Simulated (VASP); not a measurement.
# BaTe (Immm) in VASP: single point with r2SCAN

Aim: the single point of BaTe with r2SCAN.

Everything below comes from runs of VASP 6.6.1. Logs are shortened: lines on timing, memory, paths and dates and some standing lists are left out, and cuts for length are marked.

## (1) The cell of the first run

Symmetry: Immm, No. 71, orthorhombic system. The conventional cell has a = 4.919 Å, b = 5.069 Å, c = 7.062 Å, α = 90.00°, β = 90.00°, γ = 90.00°. Ba (site symmetry mmm) has 6 Te at 3.53 Å within 4.6 Å. Within 4.6 Å of Te (site symmetry mmm) lie 6 Ba at 3.53 Å.

## (2) Single point, r2SCAN (strain -0.0300 x Voigt [0, 0, 0, 0, 1, 0])

File POSCAR:

```
BaTe
1.0
   -0.0529683125      3.5312208308      3.5312208308
    3.4782525183      0.0000000000      3.4782525183
    3.5312208308      3.5312208308     -0.0529683125
Ba Te
1 1
Direct
    0.0000000000      0.0000000000      0.0000000000
    0.5000000000      0.5000000000      0.5000000000
```

File INCAR.step1:

```
  PREC = Accurate
  ENCUT = 520
  ISMEAR = 0
  SIGMA = 0.05
  LREAL = False
  LASPH = True
  NELM = 100
  NBANDS = 15
  GGA = PE
  ALGO = Normal
  EDIFF = 1E-4
  LWAVE = True
  LCHARG = False
```

File INCAR.step2:

```
  PREC = Accurate
  ENCUT = 520
  EDIFF = 1E-7
  ISMEAR = 0
  SIGMA = 0.05
  LREAL = False
  LASPH = True
  NELM = 100
  ALGO = Normal
  ISIF = 2
  LWAVE = False
  LCHARG = False
  METAGGA = R2SCAN
  LMIXTAU = True
  NBANDS = 15
  ISTART = 1
```

File KPOINTS:

```
regular mesh
0
Gamma
  8 8 8
```

Potentials or basis: VASP PAW PBE potentials, release 64 (Ba_sv, Te).

On the command line:

```sh
$ cat potpaw_PBE.64/Ba_sv/POTCAR potpaw_PBE.64/Te/POTCAR > POTCAR
$ cp INCAR.step1 INCAR
$ mpirun -np 1 vasp_std > vasp.out
$ cp INCAR.step2 INCAR
$ mpirun -np 1 vasp_std > vasp.out
```

OUTCAR:

```text
PREC = Accurate
   ENCUT = 520
   EDIFF = 1E-7
   ISMEAR = 0
   LREAL = False
   LASPH = True
   NELM = 100
   ISIF = 2
   METAGGA = R2SCAN
   ISTART = 1

 ion  position               nearest neighbor table
   1  0.000  0.000  0.000-   2 3.53   2 3.53   2 3.53   2 3.53   2 3.53   2 3.53
   2  0.500  0.500  0.500-   1 3.53   1 3.53   1 3.53   1 3.53   1 3.53   1 3.53

  LATTYP: Found a body centered orthorhombic cell.
 ALAT       =     4.9189918847
 B/A-ratio  =     1.0304568528
 C/A-ratio  =     1.4357498095

  Lattice vectors:

 A1 = (   3.5312208308,  -3.5312208308,  -0.0529683125)
 A2 = (  -3.5312208308,  -3.5312208308,   0.0529683125)
 A3 = (   0.0529683125,   3.5312208308,  -3.5312208308)

Analysis of symmetry for initial positions (statically):
=====================================================================
 Subroutine PRICEL returns:
 Original cell was already a primitive cell.

 Routine SETGRP: Setting up the symmetry group for a
 body centered orthorhombic supercell.

 Subroutine GETGRP returns: Found  8 space group operations
 (whereof  8 operations were pure point group operations)
 out of a pool of  8 trial point group operations.

The static configuration has the point symmetry D_2h.

Analysis of symmetry for dynamics (positions and initial velocities):
=====================================================================
 Subroutine PRICEL returns:
 Original cell was already a primitive cell.

 Routine SETGRP: Setting up the symmetry group for a
 body centered orthorhombic supercell.

 Subroutine GETGRP returns: Found  8 space group operations
 (whereof  8 operations were pure point group operations)
 out of a pool of  8 trial point group operations.

The dynamic configuration has the point symmetry D_2h.

 Subroutine INISYM returns: Found  8 space group operations
 (whereof  8 operations are pure point group operations),
 and found     1 'primitive' translations

----------------------------------------------------------------------------------------

                                     Primitive cell

  volume of cell :      88.0454

  direct lattice vectors                    reciprocal lattice vectors
    -0.052968313  3.531220831  3.531220831    -0.139501566  0.141594090  0.139501566
     3.478252518  0.000000000  3.478252518     0.143750345 -0.141594090  0.143750345
     3.531220831  3.531220831 -0.052968313     0.139501566  0.141594090 -0.139501566

  length of vectors
     4.994181290  4.918991885  4.994181290     0.242837930  0.247744243  0.242837930
[... 87 lines left out ...]
   ISIF   =      2    stress and relaxation
   ISYM   =      2    0-nonsym 1-usesym 2-fastsym
   POTIM  = 0.5000    time-step for ionic-motion
   TEBEG  =    0.0;   TEEND  =   0.0 temperature during run
   PSTRESS=    0.0 pullay stress
   NELECT =      16.0000    total number of electrons
   NUPDOWN=      -1.0000    fix difference up-down
   EMIN   =  10.00;   EMAX   =-10.00  energy-range for DOS
   EFERMI =   0.00;   METHOD = LEGACY
   ISMEAR =     0;   SIGMA  =   0.05  broadening in eV -4-tet -1-fermi 0-gaus
   EFERMI_NEDOS =   21; number of points for ismear=-14 and -15
   IALGO  =     38    algorithm
   IMIX   =      4    mixing-type and parameters
     AMIX     =   0.40;   BMIX     =  1.00
     AMIX_MAG =   1.60;   BMIX_MAG =  1.00
  volume/ion in A,a.u.               =      44.02       297.08
  Fermi-wavevector in a.u.,A,eV,Ry     =   0.927283  1.752312 11.699033  0.859855
  Thomas-Fermi vector in A             =   2.053337
   LORBIT       =      0    0 simple, 1 ext, 2 COOP (PROOUT), +10 PAW based schemes
   METAGGA = R2SCAN    functional components
   LHFCALC =     F    Hartree Fock is set to
   AEXX    =    0.0000 exact exchange contribution
   IVDW    =     0    specifies the selected vdW correction
   LEPSILON=     F    determine dielectric tensor
   LRPA    =     F    only Hartree local field effects (RPA)
 non-spin polarized calculation
 Gauss-broadening in eV      SIGMA  =   0.05
  energy-cutoff  :      520.00
  volume of cell :       88.05
 maximum number of plane-waves:      2390
 NGX is ok and might be reduce to    40
   NGX = 19   NGY = 19   NGZ = 19

 number of electron      16.0000000 magnetization

 Free energy of the ion-electron system (eV)
  ---------------------------------------------------
  ext. energy  EPLUGINS =         0.00000000
  ---------------------------------------------------
  free energy    TOTEN  =       -56.02548230 eV

  energy without entropy =      -56.02548230  energy(sigma->0) =      -56.02548230

 E-fermi :   2.2375     XC(G=0):  -8.5194

 val. band max:        1.9551376246   @ k =   0.0000   0.0000   0.0000
 cond. band min:       3.8283330657   @ k =   0.5000   0.0000   0.5000
 fundamental gap:      1.8731954411
 Fermi energy:         2.2375220520

 k-point     1 :       0.0000    0.0000    0.0000
  band No.  band energies     occupation
      1     -25.9823      2.00000
      2     -10.7054      2.00000
      3     -10.7041      2.00000
      4     -10.7027      2.00000
      5      -7.8542      2.00000
      6       1.8535      2.00000
      7       1.9003      2.00000
      8       1.9551      2.00000
      9       5.1582      0.00000
     10       5.1969      0.00000
     11       5.3608      0.00000
     12       5.4306      0.00000
     13       5.9226      0.00000
     14       5.9233      0.00000
[... 401 lines left out ...]
      2     -10.9242      2.00000
      3     -10.7535      2.00000
      4     -10.7474      2.00000
      5      -7.4873      2.00000
      6       0.3588      2.00000
      7       1.3042      2.00000
      8       1.4155      2.00000
      9       4.4294      0.00000
     10       6.7866      0.00000
     11       6.8099      0.00000
     12       7.4592      0.00000
     13       7.5734      0.00000
     14       9.3849      0.00000
     15      10.2323      0.00000

 [... further k-points ...]
[... 5 lines left out ...]
  --------------------------------------------------------------------------------------
  -------------------------------------------------------------------------------------
  Total        0.1788219      0.1720794      0.1788219      0.0000000      0.0000000      0.1987191
  in kB        3.2540519      3.1313560      3.2540519      0.0000000      0.0000000      3.6161237
  external PRESSURE =       3.2131533 kB  Pullay stress =       0.0000000 kB

 VOLUME and BASIS-vectors are now :
 -----------------------------------------------------------------------------
  energy-cutoff  :      520.00
  volume of cell :       88.05
      direct lattice vectors                 reciprocal lattice vectors
    -0.052968313  3.531220831  3.531220831    -0.139501566  0.141594090  0.139501566
     3.478252518  0.000000000  3.478252518     0.143750345 -0.141594090  0.143750345
     3.531220831  3.531220831 -0.052968313     0.139501566  0.141594090 -0.139501566

 POSITION                                       TOTAL-FORCE (eV/Angst)
 -----------------------------------------------------------------------------------
      0.00000      0.00000      0.00000         0.000000     -0.000000     -0.000000
      3.47825      3.53122      3.47825        -0.000000      0.000000      0.000000
 -----------------------------------------------------------------------------------
    total drift:                                0.000000     -0.000000     -0.000000

  FREE ENERGIE OF THE ION-ELECTRON SYSTEM (eV)
  ---------------------------------------------------
  free  energy   TOTEN  =       -56.0254823047 eV

  energy  without entropy=      -56.0254823047  energy(sigma->0) =      -56.02548230
```

Run time: 6.3 min. Hardware: 1 thread of AMD EPYC 9R45 (Zen 5), shared host; peak memory 0.32 GiB.

What came out:

- Free energy: -56.0255 eV
- Pressure: 0.3 GPa
- Band gap on the k mesh: 1.87 eV, indirect (least direct gap 2.25 eV)

Caveat: the cell differs from its parent crystal (strain -0.0300 x Voigt [0, 0, 0, 0, 1, 0]); the PAW data sets were made with another functional, which shifts forces and pressure a little; spin-orbit coupling is left out, which moves the levels of the heavy elements. A k mesh can miss the band edges.
